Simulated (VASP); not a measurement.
# BN (P6_3mc) in VASP: settings compared

BN is run at these levels: LDA, PBEsol, PBE; tasks: single point.

Everything below comes from runs of VASP 6.6.1. Logs are shortened: lines on timing, memory, paths and dates and some standing lists are left out, and cuts for length are marked.

## Step 1: The cell of the first run

The structure is hexagonal, space group P6_3mc (No. 186). The conventional cell has a = 2.527 Å, b = 2.527 Å, c = 8.309 Å, α = 90.00°, β = 90.00°, γ = 120.00°. B (site symmetry 3m) has 4 N at 1.55 Å within 2.1 Å. Within 2.1 Å of B (site symmetry 3m) lie 4 N at 1.55 to 1.56 Å. Within 2.1 Å of N (site symmetry 3m) lie 4 B at 1.55 Å. Within 2.1 Å of N (site symmetry 3m) lie 4 B at 1.55 to 1.56 Å.

## Step 2: Single point, LDA

File INCAR:

```
ALGO     = Normal         # electronic algorithm
EDIFF    = 1E-6           # SCF threshold, eV
ENCUT    = 520            # plane-wave cutoff, eV
ISIF     = 2              # what is computed and relaxed
ISMEAR   = -1             # smearing method
LASPH    = T              # aspherical terms in the spheres
LCHARG   = T              # write CHGCAR
LELF     = T              # ELF
LREAL    = F              # projectors in reciprocal space
LVHAR    = T            
LWAVE    = F              # write WAVECAR
NBANDS   = 26             # bands
NELM     = 60             # most SCF steps
PREC     = Accurate       # precision mode
SIGMA    = 0.02           # smearing width, eV
```

File KPOINTS:

```
k-points
0
Gamma
  12 12 4
```

File POSCAR:

```
BN
1.0
    2.5273396424      0.0000000000      0.0000000000
   -1.2636698212      2.1887403343      0.0000000000
    0.0000000000      0.0000000000      8.3087639479
B N
4 4
Direct
    0.0000000000      0.0000000000      0.0004221322
    0.3333333333      0.6666666667      0.2496999200
    0.0000000000      0.0000000000      0.5004221322
    0.6666666667      0.3333333333      0.7496999200
    0.0000000000      0.0000000000      0.1869624517
    0.3333333333      0.6666666667      0.4379154961
    0.0000000000      0.0000000000      0.6869624517
    0.6666666667      0.3333333333      0.9379154961
```

Potentials or basis: VASP PAW LDA potentials, release 64 (B, N).

Started as:

```
> cat potpaw_LDA.64/B/POTCAR potpaw_LDA.64/N/POTCAR > POTCAR
> mpirun -np 1 vasp_std > vasp.out
```

OUTCAR:

```text
EDIFF = 1E-6
   ENCUT = 520
   ISIF = 2
   ISMEAR = -1
   LASPH = T
   LREAL = F
   NELM = 60
   PREC = Accurate

 ion  position               nearest neighbor table
   1  0.000  0.000  0.000-   8 1.55   8 1.55   8 1.55   5 1.55
   2  0.333  0.667  0.250-   5 1.55   5 1.55   5 1.55   6 1.56
   3  0.000  0.000  0.500-   6 1.55   6 1.55   6 1.55   7 1.55
   4  0.667  0.333  0.750-   7 1.55   7 1.55   7 1.55   8 1.56
   5  0.000  0.000  0.187-   2 1.55   2 1.55   2 1.55   1 1.55
   6  0.333  0.667  0.438-   3 1.55   3 1.55   3 1.55   2 1.56
   7  0.000  0.000  0.687-   4 1.55   4 1.55   4 1.55   3 1.55
   8  0.667  0.333  0.938-   1 1.55   1 1.55   1 1.55   4 1.56

  LATTYP: Found a hexagonal cell.
 ALAT       =     2.5273396424
 C/A-ratio  =     3.2875533658

  Lattice vectors:

 A1 = (   2.5273396424,   0.0000000000,   0.0000000000)
 A2 = (  -1.2636698212,   2.1887403343,   0.0000000000)
 A3 = (   0.0000000000,   0.0000000000,   8.3087639479)

Analysis of symmetry for initial positions (statically):
=====================================================================
 Subroutine PRICEL returns:
 Original cell was already a primitive cell.

 Routine SETGRP: Setting up the symmetry group for a
 hexagonal supercell.

 Subroutine GETGRP returns: Found 12 space group operations
 (whereof  6 operations were pure point group operations)
 out of a pool of 24 trial point group operations.

The static configuration has the point symmetry C_3v.
 The point group associated with its full space group is C_6v.

Analysis of symmetry for dynamics (positions and initial velocities):
=====================================================================
 Subroutine PRICEL returns:
 Original cell was already a primitive cell.

 Routine SETGRP: Setting up the symmetry group for a
 hexagonal supercell.

 Subroutine GETGRP returns: Found 12 space group operations
 (whereof  6 operations were pure point group operations)
 out of a pool of 24 trial point group operations.

The dynamic configuration has the point symmetry C_3v.
 The point group associated with its full space group is C_6v.

 Subroutine INISYM returns: Found 12 space group operations
 (whereof  6 operations are pure point group operations),
 and found     1 'primitive' translations

----------------------------------------------------------------------------------------
[... 104 lines left out ...]
   NELM   =     60;   NELMIN=  2; NELMDL= -5     # of ELM steps
   EDIFF  = 0.1E-05   stopping-criterion for ELM
   LREAL  =      F    real-space projection
   EDIFFG = 0.1E-04   stopping-criterion for IOM
   NSW    =      0    number of steps for IOM
   IBRION =     -1    ionic relax: 0-MD 1-quasi-New 2-CG
   NFREE  =      0    steps in history (QN), initial steepest desc. (CG)
   ISIF   =      2    stress and relaxation
   ISYM   =      2    0-nonsym 1-usesym 2-fastsym
   POTIM  = 0.5000    time-step for ionic-motion
   TEBEG  =    0.0;   TEEND  =   0.0 temperature during run
   PSTRESS=    0.0 pullay stress
   NELECT =      32.0000    total number of electrons
   NUPDOWN=      -1.0000    fix difference up-down
   EMIN   =  10.00;   EMAX   =-10.00  energy-range for DOS
   EFERMI =   0.00;   METHOD = LEGACY
   ISMEAR =    -1;   SIGMA  =   0.02  broadening in eV -4-tet -1-fermi 0-gaus
   EFERMI_NEDOS =   21; number of points for ismear=-14 and -15
   IALGO  =     38    algorithm
   IMIX   =      4    mixing-type and parameters
     AMIX     =   0.40;   BMIX     =  1.00
     AMIX_MAG =   1.60;   BMIX_MAG =  1.00
  volume/ion in A,a.u.               =       5.75        38.77
  Fermi-wavevector in a.u.,A,eV,Ry     =   1.450975  2.741946 28.644751  2.105330
  Thomas-Fermi vector in A             =   2.568526
   LORBIT       =      0    0 simple, 1 ext, 2 COOP (PROOUT), +10 PAW based schemes
   GGA     = CA    functional components
   LHFCALC =     F    Hartree Fock is set to
   AEXX    =    0.0000 exact exchange contribution
   IVDW    =     0    specifies the selected vdW correction
   LEPSILON=     F    determine dielectric tensor
   LRPA    =     F    only Hartree local field effects (RPA)
 non-spin polarized calculation
  energy-cutoff  :      520.00
  volume of cell :       45.96
 maximum number of plane-waves:      1258
 NGX is ok and might be reduce to    20
   NGX =  9   NGY =  9   NGZ = 31

 number of electron      31.9999996 magnetization

 Free energy of the ion-electron system (eV)
  ---------------------------------------------------
  ext. energy  EPLUGINS =         0.00000000
  ---------------------------------------------------
  free energy    TOTEN  =       -77.59700099 eV

  energy without entropy =      -77.59700099  energy(sigma->0) =      -77.59700099

 E-fermi :   8.2876     XC(G=0): -13.2340

 val. band max:        7.8180382924   @ k =   0.0000   0.0000   0.0000
 cond. band min:      13.2798931596   @ k =   0.5000   0.0000   0.0000
 fundamental gap:      5.4618548671
 Fermi energy:         8.2876306512

 k-point     1 :       0.0000    0.0000    0.0000
  band No.  band energies     occupation
      1     -12.6590      2.00000
      2     -11.1865      2.00000
      3     -11.1137      2.00000
      4      -8.2776      2.00000
      5      -3.2733      2.00000
      6       2.0985      2.00000
[... 685 lines left out ...]
     25      20.4273      0.00000
     26      21.1995      0.00000

 [... further k-points ...]
[... 5 lines left out ...]
  --------------------------------------------------------------------------------------
  -------------------------------------------------------------------------------------
  Total        0.2842114      0.2842114      0.2803978      0.0000000      0.0000000      0.0000000
  in kB        9.9073568      9.9073568      9.7744191      0.0000000      0.0000000      0.0000000
  external PRESSURE =       9.8630442 kB  Pullay stress =       0.0000000 kB

 VOLUME and BASIS-vectors are now :
 -----------------------------------------------------------------------------
  energy-cutoff  :      520.00
  volume of cell :       45.96
      direct lattice vectors                 reciprocal lattice vectors
     2.527339642  0.000000000  0.000000000     0.395672977  0.228441900  0.000000000
    -1.263669821  2.188740334  0.000000000     0.000000000  0.456883799  0.000000000
     0.000000000  0.000000000  8.308763948     0.000000000  0.000000000  0.120354845

 POSITION                                       TOTAL-FORCE (eV/Angst)
 -----------------------------------------------------------------------------------
      0.00000      0.00000      0.00351         0.000000      0.000000      0.000188
     -0.00000      1.45916      2.07470        -0.000000     -0.000000      0.001296
      0.00000      0.00000      4.15789        -0.000000     -0.000000      0.000188
      1.26367      0.72958      6.22908         0.000000     -0.000000      0.001296
      0.00000      0.00000      1.55343        -0.000000      0.000000     -0.000507
     -0.00000      1.45916      3.63854        -0.000000      0.000000     -0.000978
      0.00000      0.00000      5.70781         0.000000     -0.000000     -0.000507
      1.26367      0.72958      7.79292         0.000000     -0.000000     -0.000978
 -----------------------------------------------------------------------------------
    total drift:                                0.000000      0.000000     -0.000180

  FREE ENERGIE OF THE ION-ELECTRON SYSTEM (eV)
  ---------------------------------------------------
  free  energy   TOTEN  =       -77.5970009892 eV

  energy  without entropy=      -77.5970009892  energy(sigma->0) =      -77.59700099
```

It took 1.7 min on 1 thread of Intel Xeon 8259CL, shared host; peak memory 0.17 GiB.

Results:

```
Free energy            : -77.5970 eV
Pressure               : 1.0 GPa
Band gap on the k mesh : 5.46 eV (least direct gap 7.55 eV)
```

## Step 3: Single point, PBEsol

This run uses another cell than the first one, of 5.87 Å³/atom.

File INCAR:

```
ALGO = Normal ; EDIFF = 1E-6
ENCUT = 520 ; GGA = PS
ISIF = 2 ; ISMEAR = -1
LASPH = T ; LCHARG = F
LREAL = F ; LWAVE = F
NBANDS = 26 ; NELM = 60
PREC = Accurate ; SIGMA = 0.02
```

KPOINTS is that of step 2.

File POSCAR:

```
BN
1.0
    2.5450997679      0.0000000000      0.0000000000
   -1.2725498840      2.2041210542      0.0000000000
    0.0000000000      0.0000000000      8.3659163238
B N
4 4
Direct
    0.0000000000      0.0000000000      0.0003972423
    0.3333333333      0.6666666667      0.2497070945
    0.0000000000      0.0000000000      0.5003972423
    0.6666666667      0.3333333333      0.7497070945
    0.0000000000      0.0000000000      0.1869828093
    0.3333333333      0.6666666667      0.4379128539
    0.0000000000      0.0000000000      0.6869828093
    0.6666666667      0.3333333333      0.9379128539
```

Potentials or basis: VASP PAW PBE potentials, release 64 (B, N).

Started as:

```
> cat potpaw_PBE.64/B/POTCAR potpaw_PBE.64/N/POTCAR > POTCAR
> mpirun -np 1 vasp_std > vasp.out
```

OUTCAR:

```text
EDIFF = 1E-6
   ENCUT = 520
   GGA = PS
   ISIF = 2
   ISMEAR = -1
   LASPH = T
   LREAL = F
   NELM = 60
   PREC = Accurate

 ion  position               nearest neighbor table
   1  0.000  0.000  0.000-   8 1.56   8 1.56   8 1.56   5 1.56
   2  0.333  0.667  0.250-   5 1.56   5 1.56   5 1.56   6 1.57
   3  0.000  0.000  0.500-   6 1.56   6 1.56   6 1.56   7 1.56
   4  0.667  0.333  0.750-   7 1.56   7 1.56   7 1.56   8 1.57
   5  0.000  0.000  0.187-   2 1.56   2 1.56   2 1.56   1 1.56
   6  0.333  0.667  0.438-   3 1.56   3 1.56   3 1.56   2 1.57
   7  0.000  0.000  0.687-   4 1.56   4 1.56   4 1.56   3 1.56
   8  0.667  0.333  0.938-   1 1.56   1 1.56   1 1.56   4 1.57

  LATTYP: Found a hexagonal cell.
 ALAT       =     2.5450997679
 C/A-ratio  =     3.2870681257

  Lattice vectors:

 A1 = (   2.5450997679,   0.0000000000,   0.0000000000)
 A2 = (  -1.2725498840,   2.2041210542,   0.0000000000)
 A3 = (   0.0000000000,   0.0000000000,   8.3659163238)

Analysis of symmetry for initial positions (statically):
=====================================================================
 Subroutine PRICEL returns:
 Original cell was already a primitive cell.

 Routine SETGRP: Setting up the symmetry group for a
 hexagonal supercell.

 Subroutine GETGRP returns: Found 12 space group operations
 (whereof  6 operations were pure point group operations)
 out of a pool of 24 trial point group operations.

The static configuration has the point symmetry C_3v.
 The point group associated with its full space group is C_6v.

Analysis of symmetry for dynamics (positions and initial velocities):
=====================================================================
 Subroutine PRICEL returns:
 Original cell was already a primitive cell.

 Routine SETGRP: Setting up the symmetry group for a
 hexagonal supercell.

 Subroutine GETGRP returns: Found 12 space group operations
 (whereof  6 operations were pure point group operations)
 out of a pool of 24 trial point group operations.

The dynamic configuration has the point symmetry C_3v.
 The point group associated with its full space group is C_6v.

 Subroutine INISYM returns: Found 12 space group operations
 (whereof  6 operations are pure point group operations),
 and found     1 'primitive' translations

----------------------------------------------------------------------------------------

                                     Primitive cell

  volume of cell :      46.9303

  direct lattice vectors                    reciprocal lattice vectors
     2.545099768  0.000000000  0.000000000     0.392911906  0.226847795  0.000000000
    -1.272549884  2.204121054  0.000000000     0.000000000  0.453695589  0.000000000
     0.000000000  0.000000000  8.365916324     0.000000000  0.000000000  0.119532632

  length of vectors
     2.545099768  2.545099768  8.365916324     0.453695589  0.453695589  0.119532632

  position of ions in fractional coordinates (direct lattice)
     0.000000000  0.000000000  0.000397242
     0.333333333  0.666666667  0.249707095
     0.000000000  0.000000000  0.500397242
[... 46 lines left out ...]
  0.083333  0.000000  0.000000      6.000000
  0.166667  0.000000  0.000000      6.000000
  0.250000  0.000000  0.000000      6.000000
  0.333333  0.000000  0.000000      6.000000
  0.416667  0.000000  0.000000      6.000000
[... 16 lines left out ...]
  0.250000  0.000000  0.250000     12.000000
  0.333333  0.000000  0.250000     12.000000
 [... further k-points ...]
   k-points           NKPTS =     57   k-points in BZ     NKDIM =     57   number of bands    NBANDS=     26
   number of dos      NEDOS =    301   number of ions     NIONS =      8
   total plane-waves  NPLWV =  25600
   dimension x,y,z NGX =    20 NGY =   20 NGZ =   64
   dimension x,y,z NGXF=    40 NGYF=   40 NGZF=  128
   ions per type =               4   4
   NGX,Y,Z   is equivalent  to a cutoff of  13.06, 13.06, 12.72 a.u.
   NGXF,Y,Z  is equivalent  to a cutoff of  26.13, 26.13, 25.44 a.u.
 SYSTEM =  unknown system
   PREC   = accura    normal or accurate (medium, high low for compatibility)
   ISTART =      0    job   : 0-new  1-cont  2-samecut
   ICHARG =      2    charge: 1-file 2-atom 10-const
   ISPIN  =      1    spin polarized calculation?
   LNONCOLLINEAR =      F non collinear calculations
   LSORBIT =      F    spin-orbit coupling
   LASPH  =      T    aspherical Exc in radial PAW
   ENCUT  =  520.0 eV  38.22 Ry    6.18 a.u.   4.73  4.73 15.56*2*pi/ulx,y,z
   NELM   =     60;   NELMIN=  2; NELMDL= -5     # of ELM steps
   EDIFF  = 0.1E-05   stopping-criterion for ELM
   LREAL  =      F    real-space projection
   EDIFFG = 0.1E-04   stopping-criterion for IOM
   NSW    =      0    number of steps for IOM
   IBRION =     -1    ionic relax: 0-MD 1-quasi-New 2-CG
   NFREE  =      0    steps in history (QN), initial steepest desc. (CG)
   ISIF   =      2    stress and relaxation
   ISYM   =      2    0-nonsym 1-usesym 2-fastsym
   POTIM  = 0.5000    time-step for ionic-motion
   TEBEG  =    0.0;   TEEND  =   0.0 temperature during run
   PSTRESS=    0.0 pullay stress
   NELECT =      32.0000    total number of electrons
   NUPDOWN=      -1.0000    fix difference up-down
   EMIN   =  10.00;   EMAX   =-10.00  energy-range for DOS
   EFERMI =   0.00;   METHOD = LEGACY
   ISMEAR =    -1;   SIGMA  =   0.02  broadening in eV -4-tet -1-fermi 0-gaus
   EFERMI_NEDOS =   21; number of points for ismear=-14 and -15
   IALGO  =     38    algorithm
   IMIX   =      4    mixing-type and parameters
     AMIX     =   0.40;   BMIX     =  1.00
     AMIX_MAG =   1.60;   BMIX_MAG =  1.00
  volume/ion in A,a.u.               =       5.87        39.59
  Fermi-wavevector in a.u.,A,eV,Ry     =   1.440921  2.722946 28.249150  2.076254
  Thomas-Fermi vector in A             =   2.559611
   LORBIT       =      0    0 simple, 1 ext, 2 COOP (PROOUT), +10 PAW based schemes
   GGA     = PS    functional components
   LHFCALC =     F    Hartree Fock is set to
   AEXX    =    0.0000 exact exchange contribution
   IVDW    =     0    specifies the selected vdW correction
   LEPSILON=     F    determine dielectric tensor
   LRPA    =     F    only Hartree local field effects (RPA)
 non-spin polarized calculation
  energy-cutoff  :      520.00
  volume of cell :       46.93
 maximum number of plane-waves:      1279
 NGX is ok and might be reduce to    20
   NGX =  9   NGY =  9   NGZ = 31

 number of electron      31.9999994 magnetization

 Free energy of the ion-electron system (eV)
  ---------------------------------------------------
  ext. energy  EPLUGINS =         0.00000000
  ---------------------------------------------------
  free energy    TOTEN  =       -73.33293228 eV

  energy without entropy =      -73.33293228  energy(sigma->0) =      -73.33293228

 E-fermi :   7.8915     XC(G=0): -13.0449

 val. band max:        7.5230828454   @ k =   0.0000   0.0000   0.0000
 cond. band min:      12.8812174445   @ k =   0.5000   0.0000   0.0000
 fundamental gap:      5.3581345990
 Fermi energy:         7.8914677537

 k-point     1 :       0.0000    0.0000    0.0000
  band No.  band energies     occupation
      1     -12.8959      2.00000
      2     -11.4457      2.00000
      3     -11.3747      2.00000
      4      -8.6262      2.00000
      5      -3.4353      2.00000
      6       1.8335      2.00000
[... 685 lines left out ...]
     25      20.0523      0.00000
     26      20.6774      0.00000

 [... further k-points ...]

------------------------ aborting loop because EDIFF is reached ----------------------------------------

  FORCE on cell =-STRESS in cart. coord.  units (eV):
  Direction    XX          YY          ZZ          XY          YZ          ZX
  --------------------------------------------------------------------------------------
  -------------------------------------------------------------------------------------
  Total        0.1851029      0.1851029      0.1741083     -0.0000000      0.0000000      0.0000000
  in kB        6.3193166      6.3193166      5.9439648     -0.0000000      0.0000000      0.0000000
  external PRESSURE =       6.1941993 kB  Pullay stress =       0.0000000 kB

 VOLUME and BASIS-vectors are now :
 -----------------------------------------------------------------------------
  energy-cutoff  :      520.00
  volume of cell :       46.93
      direct lattice vectors                 reciprocal lattice vectors
     2.545099768  0.000000000  0.000000000     0.392911906  0.226847795  0.000000000
    -1.272549884  2.204121054  0.000000000     0.000000000  0.453695589  0.000000000
     0.000000000  0.000000000  8.365916324     0.000000000  0.000000000  0.119532632

 POSITION                                       TOTAL-FORCE (eV/Angst)
 -----------------------------------------------------------------------------------
      0.00000      0.00000      0.00332         0.000000     -0.000000      0.000481
     -0.00000      1.46941      2.08903        -0.000000     -0.000000      0.002576
      0.00000      0.00000      4.18628        -0.000000     -0.000000      0.000481
      1.27255      0.73471      6.27199         0.000000     -0.000000      0.002576
      0.00000      0.00000      1.56428        -0.000000     -0.000000     -0.000596
     -0.00000      1.46941      3.66354        -0.000000     -0.000000     -0.002460
      0.00000      0.00000      5.74724        -0.000000     -0.000000     -0.000596
      1.27255      0.73471      7.84650         0.000000      0.000000     -0.002460
 -----------------------------------------------------------------------------------
    total drift:                                0.000000      0.000000     -0.000195

  FREE ENERGIE OF THE ION-ELECTRON SYSTEM (eV)
  ---------------------------------------------------
  free  energy   TOTEN  =       -73.3329322785 eV

  energy  without entropy=      -73.3329322784  energy(sigma->0) =      -73.33293228
```

Wall time 94 s (1 thread of Intel Xeon 8259CL, shared host); peak memory 0.19 GiB.

What came out:

| Item | Value |
| --- | --- |
| Free energy | -73.3329 eV |
| Pressure | 0.6 GPa |
| Band gap on the k mesh | 5.36 eV (least direct gap 7.41 eV) |

Forces in eV/Å, atoms in the order of the input:
```
B    0.000  0.000  0.000
B    0.000  0.000  0.003
B    0.000  0.000  0.000
B    0.000  0.000  0.003
N    0.000  0.000 -0.001
N    0.000  0.000 -0.002
N    0.000  0.000 -0.001
N    0.000  0.000 -0.002
```

Caveat: the PAW data sets were made with another functional, which shifts forces and pressure a little.

(Continued in part 2 of 2.)
